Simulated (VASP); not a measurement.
# KC (Fm-3m) in VASP: notebook

The runs below take KC through single point, with PBE.

Program: VASP 6.6.1. These are calculated values, not measurements. Logs are shortened: lines on timing, memory, paths and dates and some standing lists are left out, and cuts for length are marked.

### 1 The cell of the first run

The structure is cubic, space group Fm-3m (No. 225). The conventional cell has a = 6.001 Å, b = 6.001 Å, c = 6.001 Å, α = 90.00°, β = 90.00°, γ = 90.00°. K (site symmetry m-3m) has 6 C at 3.00 Å within 4.0 Å. C (site symmetry m-3m) has 6 K at 3.00 Å within 4.0 Å.

### 2 Single point, PBE

INCAR reads:

```
ALGO = Normal ; EDIFF = 1E-6
ENCUT = 600 ; GGA = PE
GGA_COMPAT = False ; ISIF = 2
ISMEAR = 0 ; LASPH = True
LCHARG = True ; LELF = True
LREAL = False ; LVHAR = True
LWAVE = False ; NBANDS = 14
NELM = 120 ; PREC = Accurate
SIGMA = 0.2
```

KPOINTS reads:

```
k-points
0
Gamma
  6 6 6
```

POSCAR reads:

```
KC
1.0
    0.0000000000      3.0003963790      3.0003963790
    3.0003963790      0.0000000000      3.0003963790
    3.0003963790      3.0003963790      0.0000000000
K C
1 1
Direct
    0.0000000000      0.0000000000      0.0000000000
    0.5000000000      0.5000000000      0.5000000000
```

Potentials or basis: VASP PAW PBE potentials, release 64 (K_sv, C).

Run with:

```console
> cat potpaw_PBE.64/K_sv/POTCAR potpaw_PBE.64/C/POTCAR > POTCAR
> mpirun -np 1 vasp_std > vasp.out
```

OUTCAR:

```text
EDIFF = 1E-6
   ENCUT = 600
   GGA = PE
   ISIF = 2
   ISMEAR = 0
   LASPH = True
   LREAL = False
   NELM = 120
   PREC = Accurate

 ion  position               nearest neighbor table
   1  0.000  0.000  0.000-
   2  0.500  0.500  0.500-

  LATTYP: Found a face centered cubic cell.
 ALAT       =     6.0007927580

  Lattice vectors:

 A1 = (   0.0000000000,   3.0003963790,   3.0003963790)
 A2 = (   3.0003963790,   0.0000000000,   3.0003963790)
 A3 = (   3.0003963790,   3.0003963790,   0.0000000000)

Analysis of symmetry for initial positions (statically):
=====================================================================
 Subroutine PRICEL returns:
 Original cell was already a primitive cell.

 Routine SETGRP: Setting up the symmetry group for a
 face centered cubic supercell.

 Subroutine GETGRP returns: Found 48 space group operations
 (whereof 48 operations were pure point group operations)
 out of a pool of 48 trial point group operations.

The static configuration has the point symmetry O_h .

Analysis of symmetry for dynamics (positions and initial velocities):
=====================================================================
 Subroutine PRICEL returns:
 Original cell was already a primitive cell.

 Routine SETGRP: Setting up the symmetry group for a
 face centered cubic supercell.

 Subroutine GETGRP returns: Found 48 space group operations
 (whereof 48 operations were pure point group operations)
 out of a pool of 48 trial point group operations.

The dynamic configuration has the point symmetry O_h .

 Subroutine INISYM returns: Found 48 space group operations
 (whereof 48 operations are pure point group operations),
 and found     1 'primitive' translations

----------------------------------------------------------------------------------------

                                     Primitive cell

  volume of cell :      54.0214

  direct lattice vectors                    reciprocal lattice vectors
     0.000000000  3.000396379  3.000396379    -0.166644649  0.166644649  0.166644649
     3.000396379  0.000000000  3.000396379     0.166644649 -0.166644649  0.166644649
     3.000396379  3.000396379  0.000000000     0.166644649  0.166644649 -0.166644649

  length of vectors
     4.243201252  4.243201252  4.243201252     0.288636998  0.288636998  0.288636998

  position of ions in fractional coordinates (direct lattice)
     0.000000000  0.000000000  0.000000000
[... 78 lines left out ...]
   TEBEG  =    0.0;   TEEND  =   0.0 temperature during run
   PSTRESS=    0.0 pullay stress
   NELECT =      13.0000    total number of electrons
   NUPDOWN=      -1.0000    fix difference up-down
   EMIN   =  10.00;   EMAX   =-10.00  energy-range for DOS
   EFERMI =   0.00;   METHOD = LEGACY
   ISMEAR =     0;   SIGMA  =   0.20  broadening in eV -4-tet -1-fermi 0-gaus
   EFERMI_NEDOS =   21; number of points for ismear=-14 and -15
   IALGO  =     38    algorithm
   IMIX   =      4    mixing-type and parameters
     AMIX     =   0.40;   BMIX     =  1.00
     AMIX_MAG =   1.60;   BMIX_MAG =  1.00
  volume/ion in A,a.u.               =      27.01       182.28
  Fermi-wavevector in a.u.,A,eV,Ry     =   1.018280  1.924271 14.107808  1.036895
  Thomas-Fermi vector in A             =   2.151729
   LORBIT       =      0    0 simple, 1 ext, 2 COOP (PROOUT), +10 PAW based schemes
   GGA     = PE    functional components
   LHFCALC =     F    Hartree Fock is set to
   AEXX    =    0.0000 exact exchange contribution
   IVDW    =     0    specifies the selected vdW correction
   LEPSILON=     F    determine dielectric tensor
   LRPA    =     F    only Hartree local field effects (RPA)
 non-spin polarized calculation
 Gauss-broadening in eV      SIGMA  =   0.20
  energy-cutoff  :      600.00
  volume of cell :       54.02
 maximum number of plane-waves:      1821
 NGX is ok and might be reduce to    36
   NGX = 17   NGY = 17   NGZ = 17

 number of electron      13.0000000 magnetization

 Free energy of the ion-electron system (eV)
  ---------------------------------------------------
  ext. energy  EPLUGINS =         0.00000000
  ---------------------------------------------------
  free energy    TOTEN  =        -4.64365333 eV

  energy without entropy =       -4.51131815  energy(sigma->0) =       -4.57748574

 E-fermi :  -0.4284     XC(G=0):  -7.7177

 val. band max:       -0.4456958201   @ k =   0.5000   0.1667   0.0000
 cond. band min:      -0.4279296997   @ k =  -0.3333   0.5000   0.1667
 fundamental gap:      0.0177661204
 Fermi energy:        -0.4283694826

 k-point     1 :       0.0000    0.0000    0.0000
  band No.  band energies     occupation
      1     -29.6829      2.00000
      2     -13.1212      2.00000
      3     -13.1212      2.00000
      4     -13.1212      2.00000
      5      -9.0427      2.00000
      6       0.2203      0.00000
      7       0.2203      0.00000
      8       0.2203      0.00000
      9       3.5962      0.00000
     10       6.2764      0.00000
     11       6.2764      0.00000
     12       6.2764      0.00000
     13       7.5883      0.00000
     14       7.5883      0.00000
[... 241 lines left out ...]
      1     -29.6585      2.00000
      2     -13.3020      2.00000
      3     -13.2360      2.00000
      4     -13.2265      2.00000
      5      -8.5713      2.00000
      6      -0.8029      1.99192
      7      -0.4774      1.27111
      8      -0.4279      0.99752
      9       4.9665      0.00000
     10       6.7967      0.00000
     11       7.8075      0.00000
     12       8.7848      0.00000
     13       9.3251      0.00000
     14       9.5034      0.00000

------------------------ aborting loop because EDIFF is reached ----------------------------------------

  FORCE on cell =-STRESS in cart. coord.  units (eV):
  Direction    XX          YY          ZZ          XY          YZ          ZX
  --------------------------------------------------------------------------------------
  -------------------------------------------------------------------------------------
  Total        0.0287906      0.0287906      0.0287906     -0.0000000     -0.0000000     -0.0000000
  in kB        0.8538766      0.8538766      0.8538766     -0.0000000     -0.0000000     -0.0000000
  external PRESSURE =       0.8538766 kB  Pullay stress =       0.0000000 kB

 VOLUME and BASIS-vectors are now :
 -----------------------------------------------------------------------------
  energy-cutoff  :      600.00
  volume of cell :       54.02
      direct lattice vectors                 reciprocal lattice vectors
     0.000000000  3.000396379  3.000396379    -0.166644649  0.166644649  0.166644649
     3.000396379  0.000000000  3.000396379     0.166644649 -0.166644649  0.166644649
     3.000396379  3.000396379  0.000000000     0.166644649  0.166644649 -0.166644649

 POSITION                                       TOTAL-FORCE (eV/Angst)
 -----------------------------------------------------------------------------------
      0.00000      0.00000      0.00000         0.000000      0.000000      0.000000
      3.00040      3.00040      3.00040        -0.000000     -0.000000     -0.000000
 -----------------------------------------------------------------------------------
    total drift:                                0.000000      0.000000      0.000000

  FREE ENERGIE OF THE ION-ELECTRON SYSTEM (eV)
  ---------------------------------------------------
  free  energy   TOTEN  =        -4.6436533317 eV

  energy  without entropy=       -4.5113181470  energy(sigma->0) =       -4.57748574
```

It took 11 s on 1 thread of Intel Xeon Platinum 8559C (Emerald Rapids), shared host; peak memory 0.2 GiB.

What came out:

| Property | Result |
| --- | --- |
| Free energy | -4.6437 eV |
| Pressure | 0.1 GPa |

### 3 Single point, PBE

This run uses another cell than the first one, of 27.07 Å³/atom, 1.002 times its volume.

INCAR reads:

```
SYSTEM = KC
PREC = Accurate
ENCUT = 600
EDIFF = 1E-6
ISMEAR = 0
SIGMA = 0.2
LREAL = .False.
LASPH = .True.
NELM = 120
ALGO = Normal
ISIF = 2
LWAVE = .False.
LCHARG = .True.
GGA = PE
LELF = .True.
LVHAR = .True.
NBANDS = 14
GGA_COMPAT = .False.
```

KPOINTS reads:

```
regular mesh
0
Gamma
  6 6 6
  0 0 0
```

POSCAR reads:

```
KC
1.0
    0.0000000000      3.0027132923      3.0027132923
    3.0027132923      0.0000000000      3.0027132923
    3.0027132923      3.0027132923      0.0000000000
K C
1 1
Direct
    0.5000000000      0.5000000000      0.5000000000
    0.0000000000      0.0000000000      0.0000000000
```

Potentials or basis: VASP PAW PBE potentials, release 64 (K_sv, C).

Run with:

```console
> cat potpaw_PBE.64/K_sv/POTCAR potpaw_PBE.64/C/POTCAR > POTCAR
> mpirun -np 1 vasp_std > vasp.out
```

OUTCAR:

```text
SYSTEM = KC
   PREC = Accurate
   ENCUT = 600
   EDIFF = 1E-6
   ISMEAR = 0
   LREAL = .False.
   LASPH = .True.
   NELM = 120
   ISIF = 2
   GGA = PE

 ion  position               nearest neighbor table
   1  0.500  0.500  0.500-
   2  0.000  0.000  0.000-

  LATTYP: Found a face centered cubic cell.
 ALAT       =     6.0054265846

  Lattice vectors:

 A1 = (   0.0000000000,   3.0027132923,   3.0027132923)
[... 445 lines left out ...]
     13       9.3072      0.00000
     14       9.4868      0.00000

------------------------ aborting loop because EDIFF is reached ----------------------------------------

  FORCE on cell =-STRESS in cart. coord.  units (eV):
  Direction    XX          YY          ZZ          XY          YZ          ZX
  --------------------------------------------------------------------------------------
  -------------------------------------------------------------------------------------
  Total        0.0152475      0.0152475      0.0152475      0.0000000     -0.0000000     -0.0000000
  in kB        0.4511668      0.4511668      0.4511668      0.0000000     -0.0000000     -0.0000000
  external PRESSURE =       0.4511668 kB  Pullay stress =       0.0000000 kB

 VOLUME and BASIS-vectors are now :
 -----------------------------------------------------------------------------
  energy-cutoff  :      600.00
  volume of cell :       54.15
      direct lattice vectors                 reciprocal lattice vectors
     0.000000000  3.002713292  3.002713292    -0.166516064  0.166516064  0.166516064
     3.002713292  0.000000000  3.002713292     0.166516064 -0.166516064  0.166516064
     3.002713292  3.002713292  0.000000000     0.166516064  0.166516064 -0.166516064

 POSITION                                       TOTAL-FORCE (eV/Angst)
 -----------------------------------------------------------------------------------
      3.00271      3.00271      3.00271        -0.000000     -0.000000      0.000000
      0.00000      0.00000      0.00000         0.000000      0.000000     -0.000000
 -----------------------------------------------------------------------------------
    total drift:                                0.000000      0.000000      0.000000

  FREE ENERGIE OF THE ION-ELECTRON SYSTEM (eV)
  ---------------------------------------------------
  free  energy   TOTEN  =        -4.6437249575 eV

  energy  without entropy=       -4.5113451964  energy(sigma->0) =       -4.57753508
```

stdout:

```text
POSCAR found type information on POSCAR K C
 POSCAR found :  2 types and       2 ions
 scaLAPACK will be used
 LDA part: xc-table for (Slater+PW92), standard interpolation
 POSCAR, INCAR and KPOINTS ok, starting setup
 FFT: planning ... GRIDC
 FFT: planning ... GRID_SOFT
 FFT: planning ... GRID
 WAVECAR not read
 entering main loop
```

Wall time 12 s (1 thread of Intel Xeon Platinum 8559C (Emerald Rapids), shared host); peak memory 0.2 GiB.

What came out:

```
Free energy : -4.6437 eV
Pressure    : 0.0 GPa
```
